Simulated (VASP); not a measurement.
# HfN (I4/mmm) in VASP: further runs

HfN is run at these levels: PBE; tasks: single point.

Everything below comes from runs of VASP 6.6.1. Logs are shortened: lines on timing, memory, paths and dates and some standing lists are left out, and cuts for length are marked.

### Step 1. The cell of the first run

It takes space group I4/mmm (No. 139, tetragonal). Conventional cell: a = 3.322 Å, b = 3.322 Å, c = 4.879 Å, α = 90.00°, β = 90.00°, γ = 90.00°. Within 3.1 Å of Hf (site symmetry 4/mmm) lie 6 N at 2.35 to 2.44 Å. Within 3.1 Å of N (site symmetry 4/mmm) lie 6 Hf at 2.35 to 2.44 Å.

### Step 2. Single point, PBE (strain +0.040 along x and y, +0.080 along z)

Contents of INCAR:

```
PREC = Accurate
ENCUT = 520
EDIFF = 1E-7
ISMEAR = 0
SIGMA = 0.15
LREAL = False
LASPH = True
NELM = 60
ALGO = Normal
ISIF = 2
LWAVE = False
LCHARG = False
GGA = PE
NBANDS = 14
```

Contents of KPOINTS:

```
regular mesh
0
Gamma
  18 18 18
```

Contents of POSCAR:

```
HfN
1.0
    0.0000000000      2.3493600000      2.4397200000
    2.3493600000      0.0000000000      2.4397200000
    2.3493600000      2.3493600000      0.0000000000
Hf N
1 1
Direct
    0.0000000000      0.0000000000      0.0000000000
    0.5000000000      0.5000000000      0.5000000000
```

Potentials or basis: VASP PAW PBE potentials, release 64 (Hf_pv, N).

On the command line:

```console
cat potpaw_PBE.64/Hf_pv/POTCAR potpaw_PBE.64/N/POTCAR > POTCAR
mpirun -np 1 vasp_std > vasp.out
```

OUTCAR:

```text
PREC = Accurate
   ENCUT = 520
   EDIFF = 1E-7
   ISMEAR = 0
   LREAL = False
   LASPH = True
   NELM = 60
   ISIF = 2
   GGA = PE

 ion  position               nearest neighbor table
   1  0.000  0.000  0.000-   2 2.35   2 2.35   2 2.35   2 2.35   2 2.44   2 2.44
   2  0.500  0.500  0.500-   1 2.35   1 2.35   1 2.35   1 2.35   1 2.44   1 2.44

  LATTYP: Found a body centered tetragonal cell.
 ALAT       =     3.3224967749
 C/A-ratio  =     1.4686063917

  Lattice vectors:

 A1 = (  -2.3493600000,   0.0000000000,   2.4397200000)
 A2 = (   2.3493600000,   0.0000000000,   2.4397200000)
 A3 = (   0.0000000000,   2.3493600000,  -2.4397200000)

Analysis of symmetry for initial positions (statically):
=====================================================================
 Subroutine PRICEL returns:
 Original cell was already a primitive cell.

 Routine SETGRP: Setting up the symmetry group for a
 body centered tetragonal supercell.

 Subroutine GETGRP returns: Found 16 space group operations
 (whereof 16 operations were pure point group operations)
 out of a pool of 16 trial point group operations.

The static configuration has the point symmetry D_4h.

Analysis of symmetry for dynamics (positions and initial velocities):
=====================================================================
 Subroutine PRICEL returns:
 Original cell was already a primitive cell.

 Routine SETGRP: Setting up the symmetry group for a
 body centered tetragonal supercell.

 Subroutine GETGRP returns: Found 16 space group operations
 (whereof 16 operations were pure point group operations)
 out of a pool of 16 trial point group operations.

The dynamic configuration has the point symmetry D_4h.

 Subroutine INISYM returns: Found 16 space group operations
 (whereof 16 operations are pure point group operations),
 and found     1 'primitive' translations

----------------------------------------------------------------------------------------

                                     Primitive cell

  volume of cell :      26.9320

  direct lattice vectors                    reciprocal lattice vectors
     0.000000000  2.349360000  2.439720000    -0.212823918  0.212823918  0.204941551
     2.349360000  0.000000000  2.439720000     0.212823918 -0.212823918  0.204941551
     2.349360000  2.349360000  0.000000000     0.212823918  0.212823918 -0.204941551

  length of vectors
     3.386993665  3.386993665  3.322496775     0.364127834  0.364127834  0.364127834

  position of ions in fractional coordinates (direct lattice)
     0.000000000  0.000000000  0.000000000
     0.500000000  0.500000000  0.500000000

[... 89 lines left out ...]
   EMIN   =  10.00;   EMAX   =-10.00  energy-range for DOS
   EFERMI =   0.00;   METHOD = LEGACY
   ISMEAR =     0;   SIGMA  =   0.15  broadening in eV -4-tet -1-fermi 0-gaus
   EFERMI_NEDOS =   21; number of points for ismear=-14 and -15
   IALGO  =     38    algorithm
   IMIX   =      4    mixing-type and parameters
     AMIX     =   0.40;   BMIX     =  1.00
     AMIX_MAG =   1.60;   BMIX_MAG =  1.00
  volume/ion in A,a.u.               =      13.47        90.87
  Fermi-wavevector in a.u.,A,eV,Ry     =   1.346942  2.545351 24.684405  1.814253
  Thomas-Fermi vector in A             =   2.474733
   LORBIT       =      0    0 simple, 1 ext, 2 COOP (PROOUT), +10 PAW based schemes
   GGA     = PE    functional components
   LHFCALC =     F    Hartree Fock is set to
   AEXX    =    0.0000 exact exchange contribution
   IVDW    =     0    specifies the selected vdW correction
   LEPSILON=     F    determine dielectric tensor
   LRPA    =     F    only Hartree local field effects (RPA)
 non-spin polarized calculation
 Gauss-broadening in eV      SIGMA  =   0.15
  energy-cutoff  :      520.00
  volume of cell :       26.93
 maximum number of plane-waves:       737
 NGX is ok and might be reduce to    28
   NGX = 13   NGY = 13   NGZ = 13

 number of electron      14.9999999 magnetization

 Free energy of the ion-electron system (eV)
  ---------------------------------------------------
  ext. energy  EPLUGINS =         0.00000000
  ---------------------------------------------------
  free energy    TOTEN  =       -21.38110419 eV

  energy without entropy =      -21.37281123  energy(sigma->0) =      -21.37695771

 E-fermi :   7.0378     XC(G=0): -11.9334

 val. band max:        7.0360137905   @ k =   0.1667   0.0000   0.0000
 cond. band min:       7.0419864211   @ k =  -0.4444   0.2778   0.0556
 fundamental gap:      0.0059726305
 Fermi energy:         7.0377692185

 k-point     1 :       0.0000    0.0000    0.0000
  band No.  band energies     occupation
      1     -24.7337      2.00000
      2     -24.6715      2.00000
      3     -24.6715      2.00000
      4      -9.5465      2.00000
      5       4.1705      2.00000
      6       4.2583      2.00000
      7       4.2583      2.00000
      8       6.5361      2.00000
      9       6.8905      1.83506
     10       6.8905      1.83506
     11       7.2465      0.04904
     12       8.7003      0.00000
     13       8.8866      0.00000
     14      16.2614      0.00000
[... 377 lines left out ...]
      1     -24.9505      2.00000
      2     -24.7668      2.00000
      3     -24.6826      2.00000
      4      -8.6541      2.00000
      5       1.1588      2.00000
      6       2.5043      2.00000
      7       2.7111      2.00000
      8       7.3562      0.00268
      9       7.9233      0.00000
     10       8.4809      0.00000
     11       9.4010      0.00000
     12      11.5110      0.00000
     13      12.0348      0.00000
     14      18.5637      0.00000

 [... further k-points ...]

------------------------ aborting loop because EDIFF is reached ----------------------------------------

  FORCE on cell =-STRESS in cart. coord.  units (eV):
  Direction    XX          YY          ZZ          XY          YZ          ZX
  --------------------------------------------------------------------------------------
  -------------------------------------------------------------------------------------
  Total       -4.2984999     -4.2984999     -5.4710668      0.0000000      0.0000000      0.0000000
  in kB     -255.7162799   -255.7162799   -325.4718846      0.0000000      0.0000000      0.0000000
  external PRESSURE =    -278.9681482 kB  Pullay stress =       0.0000000 kB

 VOLUME and BASIS-vectors are now :
 -----------------------------------------------------------------------------
  energy-cutoff  :      520.00
  volume of cell :       26.93
      direct lattice vectors                 reciprocal lattice vectors
     0.000000000  2.349360000  2.439720000    -0.212823918  0.212823918  0.204941551
     2.349360000  0.000000000  2.439720000     0.212823918 -0.212823918  0.204941551
     2.349360000  2.349360000  0.000000000     0.212823918  0.212823918 -0.204941551

 POSITION                                       TOTAL-FORCE (eV/Angst)
 -----------------------------------------------------------------------------------
      0.00000      0.00000      0.00000        -0.000000      0.000000     -0.000000
      2.34936      2.34936      2.43972         0.000000     -0.000000      0.000000
 -----------------------------------------------------------------------------------
    total drift:                                0.000000      0.000000      0.000000

  FREE ENERGIE OF THE ION-ELECTRON SYSTEM (eV)
  ---------------------------------------------------
  free  energy   TOTEN  =       -21.3811041935 eV

  energy  without entropy=      -21.3728112307  energy(sigma->0) =      -21.37695771
```

Wall time 1.8 min (1 thread of Intel Xeon Platinum 8488C (Sapphire Rapids), shared host); peak memory 0.31 GiB.

Results:

| Item | Value |
| --- | --- |
| Free energy | -21.3811 eV |
| Pressure | -27.9 GPa |
| Band gap on the k mesh | zero (an odd number of electrons rules out a gap without spin polarisation) |

Stress tensor (GPa, compression positive):
```
-25.57   0.00   0.00
  0.00 -25.57   0.00
  0.00   0.00 -32.55
```

Levels at points of the mesh, in eV from the Fermi level:
| k point | band 4 | band 5 | band 6 | band 7 | band 8 | band 9 | band 10 | band 11 | band 12 | band 13 |
| --- | --- | --- | --- | --- | --- | --- | --- | --- | --- | --- |
| (0.00, 0.00, 0.00) | -16.58 | -2.87 | -2.78 | -2.78 | -0.50 | -0.15 | -0.15 | 0.21 | 1.66 | 1.85 |
| (0.50, 0.00, 0.00) | -14.62 | -7.99 | -5.44 | -5.43 | 2.63 | 2.88 | 3.11 | 3.66 | 6.66 | 7.51 |
| (0.50, 0.50, 0.00) | -15.62 | -5.47 | -3.44 | -3.44 | -3.10 | 3.33 | 3.99 | 4.39 | 4.39 | 5.98 |
| (0.50, 0.00, 0.50) | -15.57 | -5.19 | -3.61 | -3.56 | -3.18 | 3.11 | 4.16 | 4.18 | 4.64 | 6.33 |

Caveat: the cell differs from its parent crystal (strain +0.040 along x and y, +0.080 along z); the stress differs along the axes, from -33 to -26 GPa; spin-orbit coupling is left out, which moves the levels of the heavy elements; an odd number of electrons without spin polarisation forces a metal; a magnetic or distorted state may lie lower.

### Step 3. Single point, PBE (strain -0.080 along x and y, -0.040 along z)

Contents of INCAR:

```
PREC     = Accurate       # precision mode
ENCUT    = 520            # plane-wave cutoff, eV
EDIFF    = 1E-7           # SCF threshold, eV
ISMEAR   = 0              # smearing method
SIGMA    = 0.15           # smearing width, eV
LREAL    = F              # projectors in reciprocal space
LASPH    = T              # aspherical terms in the spheres
NELM     = 60             # most SCF steps
ALGO     = Normal         # electronic algorithm
ISIF     = 2              # what is computed and relaxed
LWAVE    = F              # write WAVECAR
LCHARG   = T              # write CHGCAR
GGA      = PE             # functional
LELF     = T              # ELF
LVHAR    = T            
NBANDS   = 14             # bands
```

KPOINTS is that of step 2.

Contents of POSCAR:

```
HfN
1.0
    0.0000000000      2.0782800000      2.1686400000
    2.0782800000      0.0000000000      2.1686400000
    2.0782800000      2.0782800000      0.0000000000
Hf N
1 1
Direct
    0.0000000000      0.0000000000      0.0000000000
    0.5000000000      0.5000000000      0.5000000000
```

Potentials or basis: VASP PAW PBE potentials, release 64 (Hf_pv, N).

On the command line:

```console
cat potpaw_PBE.64/Hf_pv/POTCAR potpaw_PBE.64/N/POTCAR > POTCAR
mpirun -np 1 vasp_std > vasp.out
```

OUTCAR:

```text
PREC = Accurate
   ENCUT = 520
   EDIFF = 1E-7
   ISMEAR = 0
   LREAL = F
   LASPH = T
   NELM = 60
   ISIF = 2
   GGA = PE

 ion  position               nearest neighbor table
   1  0.000  0.000  0.000-   2 2.08   2 2.08   2 2.08   2 2.08   2 2.17   2 2.17
   2  0.500  0.500  0.500-   1 2.08   1 2.08   1 2.08   1 2.08   1 2.17   1 2.17

  LATTYP: Found a body centered tetragonal cell.
 ALAT       =     2.9391317624
 C/A-ratio  =     1.4757011086

  Lattice vectors:

 A1 = (  -2.0782800000,   0.0000000000,   2.1686400000)
 A2 = (   2.0782800000,   0.0000000000,   2.1686400000)
 A3 = (   0.0000000000,   2.0782800000,  -2.1686400000)

Analysis of symmetry for initial positions (statically):
=====================================================================
 Subroutine PRICEL returns:
 Original cell was already a primitive cell.

 Routine SETGRP: Setting up the symmetry group for a
 body centered tetragonal supercell.

 Subroutine GETGRP returns: Found 16 space group operations
 (whereof 16 operations were pure point group operations)
 out of a pool of 16 trial point group operations.

The static configuration has the point symmetry D_4h.

Analysis of symmetry for dynamics (positions and initial velocities):
=====================================================================
 Subroutine PRICEL returns:
 Original cell was already a primitive cell.

 Routine SETGRP: Setting up the symmetry group for a
 body centered tetragonal supercell.

 Subroutine GETGRP returns: Found 16 space group operations
 (whereof 16 operations were pure point group operations)
 out of a pool of 16 trial point group operations.

The dynamic configuration has the point symmetry D_4h.

 Subroutine INISYM returns: Found 16 space group operations
 (whereof 16 operations are pure point group operations),
 and found     1 'primitive' translations

----------------------------------------------------------------------------------------

                                     Primitive cell

[... 120 lines left out ...]
   LRPA    =     F    only Hartree local field effects (RPA)
 non-spin polarized calculation
 Gauss-broadening in eV      SIGMA  =   0.15
  energy-cutoff  :      520.00
  volume of cell :       18.73
 maximum number of plane-waves:       536
   NGX = 11   NGY = 11   NGZ = 11

 number of electron      15.0000001 magnetization

 Free energy of the ion-electron system (eV)
  ---------------------------------------------------
  ext. energy  EPLUGINS =         0.00000000
  ---------------------------------------------------
  free energy    TOTEN  =       -20.56037987 eV

  energy without entropy =      -20.55508462  energy(sigma->0) =      -20.55773225

 E-fermi :  10.3522     XC(G=0): -13.8566

 val. band max:       10.3497229087   @ k =   0.5000   0.2222   0.0000
 cond. band min:      10.3523674691   @ k =  -0.2222   0.4444   0.2778
 fundamental gap:      0.0026445604
 Fermi energy:        10.3521922726

 k-point     1 :       0.0000    0.0000    0.0000
  band No.  band energies     occupation
      1     -19.9665      2.00000
      2     -19.9556      2.00000
      3     -19.9556      2.00000
      4      -8.3761      2.00000
      5       6.8600      2.00000
      6       7.2438      2.00000
      7       7.2438      2.00000
      8       9.4407      2.00000
      9      10.0486      1.99580
     10      10.0486      1.99580
     11      12.0357      0.00000
     12      13.2415      0.00000
     13      14.8403      0.00000
     14      20.4489      0.00000
[... 377 lines left out ...]
      1     -21.0353      2.00000
      2     -20.1264      2.00000
      3     -19.9709      2.00000
      4      -6.4499      2.00000
      5       3.2744      2.00000
      6       4.3756      2.00000
      7       4.6727      2.00000
      8      11.0096      0.00000
      9      11.6439      0.00000
     10      12.5876      0.00000
     11      14.8244      0.00000
     12      18.2409      0.00000
     13      18.3926      0.00000
     14      23.5602      0.00000

 [... further k-points ...]

------------------------ aborting loop because EDIFF is reached ----------------------------------------

  FORCE on cell =-STRESS in cart. coord.  units (eV):
  Direction    XX          YY          ZZ          XY          YZ          ZX
  --------------------------------------------------------------------------------------
  -------------------------------------------------------------------------------------
  Total       13.2130889     13.2130889      7.4796784      0.0000000      0.0000000      0.0000000
  in kB     1130.0284152   1130.0284152    639.6875997      0.0000000      0.0000000      0.0000000
  external PRESSURE =     966.5814767 kB  Pullay stress =       0.0000000 kB

 VOLUME and BASIS-vectors are now :
 -----------------------------------------------------------------------------
  energy-cutoff  :      520.00
  volume of cell :       18.73
      direct lattice vectors                 reciprocal lattice vectors
     0.000000000  2.078280000  2.168640000    -0.240583559  0.240583559  0.230559245
     2.078280000  0.000000000  2.168640000     0.240583559 -0.240583559  0.230559245
     2.078280000  2.078280000  0.000000000     0.240583559  0.240583559 -0.230559245

 POSITION                                       TOTAL-FORCE (eV/Angst)
 -----------------------------------------------------------------------------------
      0.00000      0.00000      0.00000         0.000000     -0.000000     -0.000000
      2.07828      2.07828      2.16864        -0.000000      0.000000      0.000000
 -----------------------------------------------------------------------------------
    total drift:                                0.000000     -0.000000     -0.000000

  FREE ENERGIE OF THE ION-ELECTRON SYSTEM (eV)
  ---------------------------------------------------
  free  energy   TOTEN  =       -20.5603798733 eV

  energy  without entropy=      -20.5550846212  energy(sigma->0) =      -20.55773225
```

stdout:

```text
POSCAR found type information on POSCAR HfN
 POSCAR found :  2 types and       2 ions
 scaLAPACK will be used
 LDA part: xc-table for (Slater+PW92), standard interpolation
 POSCAR, INCAR and KPOINTS ok, starting setup
 FFT: planning ... GRIDC
 FFT: planning ... GRID_SOFT
 FFT: planning ... GRID
 WAVECAR not read
 entering main loop
```

It took 50 s on 1 thread of Intel Xeon Platinum 8488C (Sapphire Rapids), shared host; peak memory 0.26 GiB.

What came out:

```yaml
Free_energy: -20.5604 eV
Pressure: 96.7 GPa
Band_gap_on_the_k_mesh: zero (an odd number of electrons rules out a gap without spin polarisation)
```

Levels at points of the mesh, in eV from the Fermi level:
| k point | band 4 | band 5 | band 6 | band 7 | band 8 | band 9 | band 10 | band 11 | band 12 | band 13 |
| --- | --- | --- | --- | --- | --- | --- | --- | --- | --- | --- |
| (0.00, 0.00, 0.00) | -18.73 | -3.49 | -3.11 | -3.11 | -0.91 | -0.30 | -0.30 | 1.68 | 2.89 | 4.49 |
| (0.50, 0.00, 0.00) | -14.53 | -10.14 | -7.38 | -7.31 | 4.31 | 4.69 | 5.09 | 5.61 | 10.84 | 12.29 |
| (0.50, 0.50, 0.00) | -17.71 | -5.52 | -4.78 | -3.51 | -3.51 | 5.31 | 7.29 | 7.29 | 8.36 | 10.81 |
| (0.50, 0.00, 0.50) | -17.72 | -4.90 | -4.88 | -3.97 | -3.52 | 5.15 | 6.84 | 7.71 | 8.60 | 10.86 |

Caveat: the cell differs from its parent crystal (strain -0.080 along x and y, -0.040 along z); the stress differs along the axes, from 64 to 113 GPa; spin-orbit coupling is left out, which moves the levels of the heavy elements; an odd number of electrons without spin polarisation forces a metal; a magnetic or distorted state may lie lower.

[end of part 1 of 2]
